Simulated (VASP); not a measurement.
# Pt (P6_3/mmc) in VASP: notebook

Runs on Pt. Level: PBEsol. Tasks: relaxation of cell and atoms.

Everything below comes from runs of VASP 6.6.1. Logs are shortened: lines on timing, memory, paths and dates and some standing lists are left out, and cuts for length are marked.

## (1) The cell of the first run

The structure is hexagonal, space group P6_3/mmc (No. 194). Conventional cell: a = 2.770 Å, b = 2.770 Å, c = 4.523 Å, α = 90.00°, β = 90.00°, γ = 120.00°. Pt (site symmetry -6m2) has 12 Pt at 2.77 Å within 3.7 Å.

## (2) Relaxation of cell and atoms, PBEsol, target pressure 40 GPa, at which the enthalpy is minimised

Input file INCAR:

```
PREC = Accurate
ENCUT = 600
EDIFF = 1E-6
ISMEAR = 1
SIGMA = 0.05
LREAL = False
LASPH = True
NELM = 100
ALGO = Normal
ISIF = 3
LWAVE = False
LCHARG = False
GGA = PS
IBRION = 2
NSW = 80
EDIFFG = -0.01
PSTRESS = 400.0
```

Input file KPOINTS:

```
Automatic mesh
0
Gamma
  9 9 5
```

Input file POSCAR:

```
Pt
1.0
    2.7700000000      0.0000000000      0.0000000000
   -1.3850000000      2.3988903685      0.0000000000
    0.0000000000      0.0000000000      4.5234100000
Pt
2
Direct
    0.3333333333      0.6666666667      0.2500000000
    0.6666666667      0.3333333333      0.7500000000
```

Potentials or basis: VASP PAW PBE potentials, release 64 (Pt).

Launch:

```console
cat potpaw_PBE.64/Pt/POTCAR > POTCAR
mpirun -np 1 vasp_std > vasp.out
```

OUTCAR:

```text
PREC = Accurate
   ENCUT = 600
   EDIFF = 1E-6
   ISMEAR = 1
   LREAL = False
   LASPH = True
   NELM = 100
   ISIF = 3
   GGA = PS
   IBRION = 2
   NSW = 80
   EDIFFG = -0.01
   PSTRESS = 400.0

 ion  position               nearest neighbor table
   1  0.333  0.667  0.250-   2 2.77   2 2.77   2 2.77   2 2.77   2 2.77   2 2.77
   2  0.667  0.333  0.750-   1 2.77   1 2.77   1 2.77   1 2.77   1 2.77   1 2.77

  LATTYP: Found a hexagonal cell.
 ALAT       =     2.7700000000
 C/A-ratio  =     1.6330000000

  Lattice vectors:

 A1 = (   2.7700000000,   0.0000000000,   0.0000000000)
 A2 = (  -1.3850000000,   2.3988903685,   0.0000000000)
 A3 = (   0.0000000000,   0.0000000000,   4.5234100000)

Analysis of symmetry for initial positions (statically):
=====================================================================
 Subroutine PRICEL returns:
 Original cell was already a primitive cell.

 Routine SETGRP: Setting up the symmetry group for a
 hexagonal supercell.

 Subroutine GETGRP returns: Found 24 space group operations
 (whereof 12 operations were pure point group operations)
 out of a pool of 24 trial point group operations.

The static configuration has the point symmetry D_3d.
 The point group associated with its full space group is D_6h.

Analysis of symmetry for dynamics (positions and initial velocities):
=====================================================================
 Subroutine PRICEL returns:
 Original cell was already a primitive cell.

 Routine SETGRP: Setting up the symmetry group for a
 hexagonal supercell.

 Subroutine GETGRP returns: Found 24 space group operations
 (whereof 12 operations were pure point group operations)
 out of a pool of 24 trial point group operations.

The dynamic configuration has the point symmetry D_3d.
 The point group associated with its full space group is D_6h.

 Subroutine INISYM returns: Found 24 space group operations
 (whereof 12 operations are pure point group operations),
 and found     1 'primitive' translations

----------------------------------------------------------------------------------------

                                     Primitive cell

  volume of cell :      30.0577

  direct lattice vectors                    reciprocal lattice vectors
     2.770000000  0.000000000  0.000000000     0.361010830  0.208429700  0.000000000
    -1.385000000  2.398890369  0.000000000     0.000000000  0.416859400  0.000000000
     0.000000000  0.000000000  4.523410000     0.000000000  0.000000000  0.221072156

[... 114 lines left out ...]
 conjugate gradient relaxation of ions
 non-spin polarized calculation
 Methfessel and Paxton  Order N= 1 SIGMA  =   0.05
  energy-cutoff  :      600.00
  volume of cell :       30.06
 maximum number of plane-waves:      1032
 NGX is ok and might be reduce to    24
   NGX = 11   NGY = 11   NGZ = 19

--------------------------------------- Ionic step        1  -------------------------------------------

 number of electron      20.0000002 magnetization

 Free energy of the ion-electron system (eV)
  ---------------------------------------------------
  ext. energy  EPLUGINS =         0.00000000
  ---------------------------------------------------
  free energy    TOTEN  =       -13.79729373 eV

  energy without entropy =      -13.79727749  energy(sigma->0) =      -13.79728832

------------------------ aborting loop because EDIFF is reached ----------------------------------------

  FORCE on cell =-STRESS in cart. coord.  units (eV):
  Direction    XX          YY          ZZ          XY          YZ          ZX
  --------------------------------------------------------------------------------------
  -------------------------------------------------------------------------------------
  Total       -0.4001796     -0.4001796      1.3459345      0.0000000      0.0000000     -0.0000000
  in kB      -21.3309108    -21.3309108     71.7428108      0.0000000      0.0000000     -0.0000000
  external PRESSURE =    -390.3063370 kB  Pullay stress =     400.0000000 kB
[... 97 lines left out ...]
  energy  without entropy=      -13.5900451597  energy(sigma->0) =      -13.59050229

  enthalpy is  TOTEN    =        -6.6759039053 eV   P V=        6.9148269519

[... ionic steps 4 to 8 ...]

--------------------------------------- Ionic step        9  -------------------------------------------

 number of electron      20.0000002 magnetization

------------------------ aborting loop because EDIFF is reached ----------------------------------------
[... 71 lines left out ...]
--------------------------------------- Ionic step       11  -------------------------------------------

 number of electron      20.0000002 magnetization

 Free energy of the ion-electron system (eV)
  ---------------------------------------------------
  ext. energy  EPLUGINS =         0.00000000
  ---------------------------------------------------
  free energy    TOTEN  =       -13.50337894 eV

  energy without entropy =      -13.50324650  energy(sigma->0) =      -13.50333480

 E-fermi :  13.2856     XC(G=0): -14.2543

 val. band max:       13.2693566939   @ k =   0.3333   0.1111   0.2000
 cond. band min:      13.3017584525   @ k =   0.3333  -0.0000   0.0000
 fundamental gap:      0.0324017586
 Fermi energy:        13.2856449574

 k-point     1 :       0.0000    0.0000    0.0000
  band No.  band energies     occupation
      1       1.7026      2.00000
      2       4.5480      2.00000
      3       8.3131      2.00000
      4       8.8564      2.00000
      5       8.8564      2.00000
      6       9.3723      2.00000
      7       9.3723      2.00000
      8      10.7440      2.00000
      9      10.7440      2.00000
     10      11.8631      2.00000
     11      12.9155      2.00000
     12      12.9155      2.00000
     13      19.1747      0.00000
     14      27.8516      0.00000
[... 377 lines left out ...]
      1       6.4682      2.00000
      2       6.9794      2.00000
      3       6.9794      2.00000
      4       7.7674      2.00000
      5       8.5400      2.00000
      6       8.5400      2.00000
      7       9.9612      2.00000
      8      11.7288      2.00000
      9      12.5636      2.00000
     10      12.5636      2.00000
     11      18.3402      0.00000
     12      18.3402      0.00000
     13      20.3152      0.00000
     14      24.2952      0.00000

 [... further k-points ...]

------------------------ aborting loop because EDIFF is reached ----------------------------------------

  FORCE on cell =-STRESS in cart. coord.  units (eV):
  Direction    XX          YY          ZZ          XY          YZ          ZX
  --------------------------------------------------------------------------------------
  -------------------------------------------------------------------------------------
  Total        6.7823057      6.7823057      6.7757101      0.0000000      0.0000000      0.0000000
  in kB      400.2384116    400.2384117    399.8491895      0.0000000      0.0000000      0.0000000
  external PRESSURE =       0.1086709 kB  Pullay stress =     400.0000000 kB
[... 21 lines left out ...]
  energy  without entropy=      -13.5032465027  energy(sigma->0) =      -13.50333480

  enthalpy is  TOTEN    =        -6.7251133040 eV   P V=        6.7782656397

 reached required accuracy - stopping structural energy minimisation
```

OSZICAR:

```text
N       E                     dE             d eps       ncg     rms          rms(c)
DAV:   1     0.114097601438E+03    0.11410E+03   -0.11820E+04  1008   0.156E+03
DAV:   2    -0.125189679760E+02   -0.12662E+03   -0.12133E+03  1164   0.297E+02
[... 84 lines left out ...]
       N       E                     dE             d eps       ncg     rms          rms(c)
DAV:   1    -0.135213617959E+02    0.51200E-01   -0.40505E-01  1026   0.670E+00    0.122E+00
DAV:   2    -0.135047227884E+02    0.16639E-01   -0.30278E-02  1020   0.176E+00    0.489E-01
DAV:   3    -0.135033173564E+02    0.14054E-02   -0.47070E-03  1110   0.668E-01    0.192E-01
DAV:   4    -0.135033812304E+02   -0.63874E-04   -0.27363E-04  1104   0.136E-01    0.171E-02
DAV:   5    -0.135033781985E+02    0.30319E-05   -0.12496E-05  1128   0.350E-02    0.574E-03
DAV:   6    -0.135033789438E+02   -0.74531E-06   -0.77060E-07   612   0.834E-03
  11 F= -.67251133E+01 E0= -.67250692E+01  d E =-.320684E-03
```

CONTCAR:

```text
Pt
   1.00000000000000
     2.6394258525135075   -0.0000000000000000   -0.0000000000000000
    -1.3197129262567537    2.2858098397030711    0.0000000000000000
     0.0000000000000000   -0.0000000000000000    4.5000735477073048
  Pt
     2
Direct
     0.3333333332999970    0.6666666667000030    0.2500000000000000
     0.6666666667000030    0.3333333332999970    0.7500000000000000

  0.00000000E+00  0.00000000E+00  0.00000000E+00
  0.00000000E+00  0.00000000E+00  0.00000000E+00
```

Wall time 2.6 min (1 thread of Intel Xeon 8259CL, shared host); peak memory 0.17 GiB.

Results:

* Free energy: -13.5034 eV
* Relaxed volume: 13.57 Å³/atom
* Relaxed cell: a = 2.639 Å, b = 2.639 Å, c = 4.500 Å, α = 90.00°, β = 90.00°, γ = 120.00°
* Space group after relaxing (to 0.05 Å): P6_3/mmc (No. 194)
* Energy change on relaxing (the enthalpy is what falls): +147.0 meV/atom
* Ionic steps: 11
* Pressure after relaxing: 40.0 GPa
* Band gap on the k mesh: zero (band 10 reaches 13.66 eV, above the bottom of band 11 at 12.37 eV)

The path:
| step | energy change (eV) | largest force (eV/Å) | pressure (GPa) | volume (Å³) |
| --- | --- | --- | --- | --- |
| 1 | 0.0000 | 0.0000 | 0.97 | 30.06 |
| 2 | 17.7615 | 0.0000 | 756.10 | 16.76 |
| 3 | 0.2066 | 0.0000 | 30.62 | 27.70 |
| 4 | 0.2641 | 0.0000 | 35.30 | 27.41 |
| 5 | 0.3363 | 0.0000 | 40.72 | 27.10 |
| 6 | 0.3154 | 0.0000 | 41.64 | 27.07 |
| 7 | 0.3136 | 0.0000 | 41.45 | 27.07 |
| 8 | 0.3130 | 0.0000 | 41.34 | 27.07 |
| 9 | 0.3132 | 0.0000 | 41.37 | 27.07 |
| 10 | 0.2247 | 0.0000 | 34.91 | 27.45 |
| 11 | 0.2939 | 0.0000 | 40.01 | 27.15 |

Final structure:
```cif
data_structure
_symmetry_space_group_name_H-M 'P 1'
_symmetry_Int_Tables_number 1
_cell_length_a 2.6394
_cell_length_b 2.6394
_cell_length_c 4.5001
_cell_angle_alpha 90.000
_cell_angle_beta 90.000
_cell_angle_gamma 120.000
_cell_volume 27.15
loop_
_atom_site_label
_atom_site_type_symbol
_atom_site_fract_x
_atom_site_fract_y
_atom_site_fract_z
_atom_site_occupancy
Pt1 Pt 0.33333 0.66667 0.25000 1
Pt2 Pt 0.66667 0.33333 0.75000 1
```

Levels at points of the mesh, in eV from the Fermi level:
| k point | band 6 | band 7 | band 8 | band 9 | band 10 | band 11 | band 12 | band 13 | band 14 |
| --- | --- | --- | --- | --- | --- | --- | --- | --- | --- |
| (0.00, 0.00, 0.00) | -3.91 | -3.91 | -2.54 | -2.54 | -1.42 | -0.37 | -0.37 | 5.89 | 14.57 |

Caveat: the cell is relaxed towards a set pressure, so the enthalpy falls and the energy may rise; the PAW data sets were made with another functional, which shifts forces and pressure a little; spin-orbit coupling is left out, which moves the levels of the heavy elements.

(Continued in part 2 of 2.)
